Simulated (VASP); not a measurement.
# Sc (I4/mmm) in VASP: single point with PBEsol

Aim: the single point of Sc with PBEsol.

All numbers are computed with VASP 6.6.1; they aren't measurements. Logs are shortened: lines on timing, memory, paths and dates and some standing lists are left out, and cuts for length are marked.

### 1 The cell of the first run

Symmetry: I4/mmm, No. 139, tetragonal system. Conventional cell: a = 3.758 Å, b = 3.758 Å, c = 4.761 Å, α = 90.00°, β = 90.00°, γ = 90.00°. Sc (site symmetry 4/mmm) has 12 Sc at 3.57 to 3.76 Å within 4.7 Å.

### 2 Single point, PBEsol

INCAR reads:

```
SYSTEM = Sc
PREC     = Accurate       ! precision mode
ENCUT    = 520            ! plane-wave cutoff, eV
EDIFF    = 1E-7           ! SCF threshold, eV
ISMEAR   = 1              ! smearing method
SIGMA    = 0.15           ! smearing width, eV
LREAL    = .False.        ! projectors in reciprocal space
LASPH    = .True.         ! aspherical terms in the spheres
NELM     = 100            ! most SCF steps
ALGO     = Normal         ! electronic algorithm
ISIF     = 2              ! what is computed and relaxed
LWAVE    = .False.        ! write WAVECAR
LCHARG   = .False.        ! write CHGCAR
GGA      = PS             ! functional
NBANDS   = 12             ! bands
```

KPOINTS reads:

```
Automatic mesh
0
Gamma
  9 9 9
  0.5 0.5 0.5
```

POSCAR reads:

```
Sc
1.0
   -1.8790000000      1.8790000000      2.3805000000
    1.8790000000     -1.8790000000      2.3805000000
    1.8790000000      1.8790000000     -2.3805000000
Sc
1
Direct
    0.0000000000      0.0000000000      0.0000000000
```

Potentials or basis: VASP PAW PBE potentials, release 64 (Sc_sv).

Launch:

```
> cat potpaw_PBE.64/Sc_sv/POTCAR > POTCAR
> mpirun -np 1 vasp_std > vasp.out
```

OUTCAR:

```text
SYSTEM = Sc
   PREC = Accurate
   ENCUT = 520
   EDIFF = 1E-7
   ISMEAR = 1
   LREAL = .False.
   LASPH = .True.
   NELM = 100
   ISIF = 2
   GGA = PS

 ion  position               nearest neighbor table
   1  0.000  0.000  0.000-

  LATTYP: Found a body centered tetragonal cell.
 ALAT       =     3.7580000000
 C/A-ratio  =     1.2668972858

  Lattice vectors:

 A1 = (  -1.8790000000,   1.8790000000,   2.3805000000)
 A2 = (   1.8790000000,  -1.8790000000,   2.3805000000)
 A3 = (   1.8790000000,   1.8790000000,  -2.3805000000)

Analysis of symmetry for initial positions (statically):
=====================================================================
 Subroutine PRICEL returns:
 Original cell was already a primitive cell.

 Routine SETGRP: Setting up the symmetry group for a
 body centered tetragonal supercell.

 Subroutine GETGRP returns: Found 16 space group operations
 (whereof 16 operations were pure point group operations)
 out of a pool of 16 trial point group operations.

The static configuration has the point symmetry D_4h.

Analysis of symmetry for dynamics (positions and initial velocities):
=====================================================================
 Subroutine PRICEL returns:
 Original cell was already a primitive cell.

 Routine SETGRP: Setting up the symmetry group for a
 body centered tetragonal supercell.

 Subroutine GETGRP returns: Found 16 space group operations
 (whereof 16 operations were pure point group operations)
 out of a pool of 16 trial point group operations.

The dynamic configuration has the point symmetry D_4h.

 Subroutine INISYM returns: Found 16 space group operations
 (whereof 16 operations are pure point group operations),
 and found     1 'primitive' translations

----------------------------------------------------------------------------------------

                                     Primitive cell

  volume of cell :      33.6188

  direct lattice vectors                    reciprocal lattice vectors
    -1.879000000  1.879000000  2.380500000     0.000000000  0.266098989  0.210039908
     1.879000000 -1.879000000  2.380500000     0.266098989  0.000000000  0.210039908
     1.879000000  1.879000000 -2.380500000     0.266098989  0.266098989  0.000000000

  length of vectors
     3.567640992  3.567640992  3.567640992     0.339006541  0.339006541  0.376320799

  position of ions in fractional coordinates (direct lattice)
     0.000000000  0.000000000  0.000000000

  ion indices of the primitive-cell ions
   primitive index   ion index
                 1           1

----------------------------------------------------------------------------------------

 KPOINTS: Automatic mesh

Automatic generation of k-mesh.
 Grid dimensions read from file:
 generate k-points for:    9    9    9

 Generating k-lattice:

  Cartesian coordinates                     Fractional coordinates (reciprocal lattice)
     0.000000000  0.029566554  0.023337768     0.111111111  0.000000000 -0.000000000
     0.029566554  0.000000000  0.023337768     0.000000000  0.111111111 -0.000000000
     0.029566554  0.029566554  0.000000000     0.000000000  0.000000000  0.111111111

  Length of vectors
     0.037667393  0.037667393  0.041813422

  Shift w.r.t. Gamma in fractional coordinates (k-lattice)
     0.500000000  0.500000000  0.500000000

 Subroutine IBZKPT returns following result:
 ===========================================

 Found     75 irreducible k-points:

 Following reciprocal coordinates:
            Coordinates               Weight
  0.055556  0.055556  0.055556      8.000000
  0.166667  0.055556  0.055556     16.000000
  0.277778  0.055556  0.055556     16.000000
  0.388889  0.055556  0.055556     16.000000
 -0.055556  0.055556  0.055556      4.000000
  0.166667  0.166667  0.055556      8.000000
[... 16 lines left out ...]
 -0.388889  0.388889  0.055556      8.000000
 -0.277778  0.388889  0.055556     16.000000
 [... further k-points ...]
   k-points           NKPTS =     75   k-points in BZ     NKDIM =     75   number of bands    NBANDS=     12
   number of dos      NEDOS =    301   number of ions     NIONS =      1
   total plane-waves  NPLWV =  21952
   dimension x,y,z NGX =    28 NGY =   28 NGZ =   28
   dimension x,y,z NGXF=    56 NGYF=   56 NGZF=   56
   ions per type =               1
   NGX,Y,Z   is equivalent  to a cutoff of  13.05, 13.05, 13.05 a.u.
   NGXF,Y,Z  is equivalent  to a cutoff of  26.10, 26.10, 26.10 a.u.
 SYSTEM =  Sc
   PREC   = accura    normal or accurate (medium, high low for compatibility)
   ISTART =      0    job   : 0-new  1-cont  2-samecut
   ICHARG =      2    charge: 1-file 2-atom 10-const
   ISPIN  =      1    spin polarized calculation?
   LNONCOLLINEAR =      F non collinear calculations
   LSORBIT =      F    spin-orbit coupling
   LASPH  =      T    aspherical Exc in radial PAW
   ENCUT  =  520.0 eV  38.22 Ry    6.18 a.u.   6.63  6.63  6.63*2*pi/ulx,y,z
   NELM   =    100;   NELMIN=  2; NELMDL= -5     # of ELM steps
   EDIFF  = 0.1E-06   stopping-criterion for ELM
   LREAL  =      F    real-space projection
   EDIFFG = 0.1E-05   stopping-criterion for IOM
   NSW    =      0    number of steps for IOM
   IBRION =     -1    ionic relax: 0-MD 1-quasi-New 2-CG
   NFREE  =      0    steps in history (QN), initial steepest desc. (CG)
   ISIF   =      2    stress and relaxation
   ISYM   =      2    0-nonsym 1-usesym 2-fastsym
   POTIM  = 0.5000    time-step for ionic-motion
   TEBEG  =    0.0;   TEEND  =   0.0 temperature during run
   PSTRESS=    0.0 pullay stress
   NELECT =      11.0000    total number of electrons
   NUPDOWN=      -1.0000    fix difference up-down
   EMIN   =  10.00;   EMAX   =-10.00  energy-range for DOS
   EFERMI =   0.00;   METHOD = LEGACY
   ISMEAR =     1;   SIGMA  =   0.15  broadening in eV -4-tet -1-fermi 0-gaus
   EFERMI_NEDOS =   21; number of points for ismear=-14 and -15
   IALGO  =     38    algorithm
   IMIX   =      4    mixing-type and parameters
     AMIX     =   0.40;   BMIX     =  1.00
     AMIX_MAG =   1.60;   BMIX_MAG =  1.00
  volume/ion in A,a.u.               =      33.62       226.87
  Fermi-wavevector in a.u.,A,eV,Ry     =   1.128094  2.131788 17.314709  1.272595
  Thomas-Fermi vector in A             =   2.264782
   LORBIT       =      0    0 simple, 1 ext, 2 COOP (PROOUT), +10 PAW based schemes
   GGA     = PS    functional components
   LHFCALC =     F    Hartree Fock is set to
   AEXX    =    0.0000 exact exchange contribution
   IVDW    =     0    specifies the selected vdW correction
   LEPSILON=     F    determine dielectric tensor
   LRPA    =     F    only Hartree local field effects (RPA)
 non-spin polarized calculation
 Methfessel and Paxton  Order N= 1 SIGMA  =   0.15
  energy-cutoff  :      520.00
  volume of cell :       33.62
 maximum number of plane-waves:       919
   NGX = 13   NGY = 13   NGZ = 13

 number of electron      10.9999998 magnetization

 Free energy of the ion-electron system (eV)
  ---------------------------------------------------
  ext. energy  EPLUGINS =         0.00000000
  ---------------------------------------------------
  free energy    TOTEN  =        -6.11452863 eV

  energy without entropy =       -6.11502457  energy(sigma->0) =       -6.11469394

 E-fermi :   2.0139     XC(G=0):  -8.8008

 val. band max:        1.9936997503   @ k =  -0.1667  -0.3889   0.0556
 cond. band min:       2.0442868677   @ k =  -0.3889   0.2778   0.0556
 fundamental gap:      0.0505871173
 Fermi energy:         2.0139372288

 k-point     1 :       0.0556    0.0556    0.0556
  band No.  band energies     occupation
      1     -48.0622      2.00000
      2     -26.6856      2.00000
      3     -26.6665      2.00000
      4     -26.6655      2.00000
      5      -2.1120      2.00000
      6       2.8391     -0.00000
      7       3.1477     -0.00000
      8       3.5204     -0.00000
      9       3.6845     -0.00000
     10       4.1680     -0.00000
     11      12.7612      0.00000
     12      13.1493      0.00000

 k-point     2 :       0.1667    0.0556    0.0556
  band No.  band energies     occupation
      1     -48.0580      2.00000
      2     -26.7211      2.00000
      3     -26.6752      2.00000
      4     -26.6689      2.00000
      5      -1.4334      2.00000
      6       2.5837     -0.00000
      7       3.0660     -0.00000
      8       3.5861     -0.00000
      9       3.8534     -0.00000
     10       4.2029     -0.00000
     11      10.5245      0.00000
     12      12.3383      0.00000

 k-point     3 :       0.2778    0.0556    0.0556
  band No.  band energies     occupation
      1     -48.0532      2.00000
      2     -26.7605      2.00000
      3     -26.6864      2.00000
      4     -26.6720      2.00000
      5      -0.4375      2.00000
      6       2.2645     -0.03974
      7       2.8611     -0.00000
      8       3.5381     -0.00000
      9       4.1785     -0.00000
     10       4.5039     -0.00000
     11       8.2228      0.00000
     12      11.8264      0.00000

 k-point     4 :       0.3889    0.0556    0.0556
  band No.  band energies     occupation
      1     -48.0501      2.00000
      2     -26.7860      2.00000
      3     -26.6937      2.00000
      4     -26.6741      2.00000
      5       0.5169      2.00000
      6       1.9735      1.43821
      7       2.7450     -0.00000
      8       3.4462     -0.00000
      9       4.4295     -0.00000
     10       4.8344     -0.00000
     11       6.6481      0.00000
     12      11.5841      0.00000

 k-point     5 :      -0.0556    0.0556    0.0556
  band No.  band energies     occupation
      1     -48.0638      2.00000
      2     -26.6689      2.00000
      3     -26.6679      2.00000
      4     -26.6620      2.00000
      5      -2.3491      2.00000
      6       2.9541     -0.00000
      7       3.0693     -0.00000
      8       3.4979     -0.00000
      9       3.7013     -0.00000
     10       4.1939     -0.00000
     11      13.1035      0.00000
     12      13.9101      0.00000
[... 228 lines left out ...]
      1     -48.0471      2.00000
      2     -26.7698      2.00000
      3     -26.7254      2.00000
      4     -26.6950      2.00000
      5       1.2302      2.00000
      6       1.8160      2.06849
      7       2.4732     -0.00013
      8       4.2936     -0.00000
      9       4.5660     -0.00000
     10       5.5579      0.00000
     11       7.0945      0.00000
     12       8.0085      0.00000

 k-point    22 :       0.5000    0.3889    0.0556
  band No.  band energies     occupation
      1     -48.0477      2.00000
      2     -26.7768      2.00000
      3     -26.7176      2.00000
      4     -26.6884      2.00000
      5       0.8501      2.00000
      6       1.8129      2.06744
      7       2.6625     -0.00000
      8       4.4624     -0.00000
      9       4.5204     -0.00000
     10       4.9377     -0.00000
     11       7.6568      0.00000
     12       9.4371      0.00000

 k-point    23 :      -0.3889    0.3889    0.0556
  band No.  band energies     occupation
      1     -48.0491      2.00000
      2     -26.7677      2.00000
      3     -26.7151      2.00000
      4     -26.6845      2.00000
      5       0.4515      2.00000
      6       1.9295      1.80516
      7       2.6286     -0.00000
      8       4.3150     -0.00000
      9       4.5283     -0.00000
     10       4.5573     -0.00000
     11       8.5855      0.00000
     12       9.9197      0.00000

 k-point    24 :      -0.2778    0.3889    0.0556
  band No.  band energies     occupation
      1     -48.0505      2.00000
      2     -26.7554      2.00000
      3     -26.7108      2.00000
      4     -26.6845      2.00000
      5       0.1269      2.00000
      6       2.1122      0.11350
      7       2.6299     -0.00000
      8       3.8629     -0.00000
      9       4.3966     -0.00000
     10       4.5981     -0.00000
     11       8.8461      0.00000
     12      10.0268      0.00000

 [... further k-points ...]
[... 5 lines left out ...]
  --------------------------------------------------------------------------------------
  -------------------------------------------------------------------------------------
  Total       -2.3608850     -2.3608850     -2.0262112      0.0000000      0.0000000      0.0000000
  in kB     -112.5132540   -112.5132540    -96.5636242      0.0000000      0.0000000      0.0000000
  external PRESSURE =    -107.1967107 kB  Pullay stress =       0.0000000 kB

 VOLUME and BASIS-vectors are now :
 -----------------------------------------------------------------------------
  energy-cutoff  :      520.00
  volume of cell :       33.62
      direct lattice vectors                 reciprocal lattice vectors
    -1.879000000  1.879000000  2.380500000     0.000000000  0.266098989  0.210039908
     1.879000000 -1.879000000  2.380500000     0.266098989  0.000000000  0.210039908
     1.879000000  1.879000000 -2.380500000     0.266098989  0.266098989  0.000000000

 POSITION                                       TOTAL-FORCE (eV/Angst)
 -----------------------------------------------------------------------------------
      0.00000      0.00000      0.00000        -0.000000     -0.000000      0.000000
 -----------------------------------------------------------------------------------
    total drift:                                0.000000     -0.000000     -0.000000

  FREE ENERGIE OF THE ION-ELECTRON SYSTEM (eV)
  ---------------------------------------------------
  free  energy   TOTEN  =        -6.1145286251 eV

  energy  without entropy=       -6.1150245659  energy(sigma->0) =       -6.11469394
```

It took 22 s on 1 thread of Intel Xeon Platinum 8375C at 2.90GHz (Ice Lake), shared host; peak memory 0.17 GiB.

What came out:

| Item | Value |
| --- | --- |
| Free energy | -6.1145 eV |
| Pressure | -10.7 GPa |

Stress tensor (GPa, compression positive):
```
-11.25   0.00   0.00
  0.00 -11.25   0.00
  0.00   0.00  -9.66
```

Levels at points of the mesh, in eV from the Fermi level:
| k point | band 3 | band 4 | band 5 | band 6 | band 7 | band 8 |
| --- | --- | --- | --- | --- | --- | --- |
| (0.50, 0.50, 0.50) | -28.74 | -28.74 | -0.87 | -0.43 | 2.06 | 2.59 |

Caveat: the PAW data sets were made with another functional, which shifts forces and pressure a little.
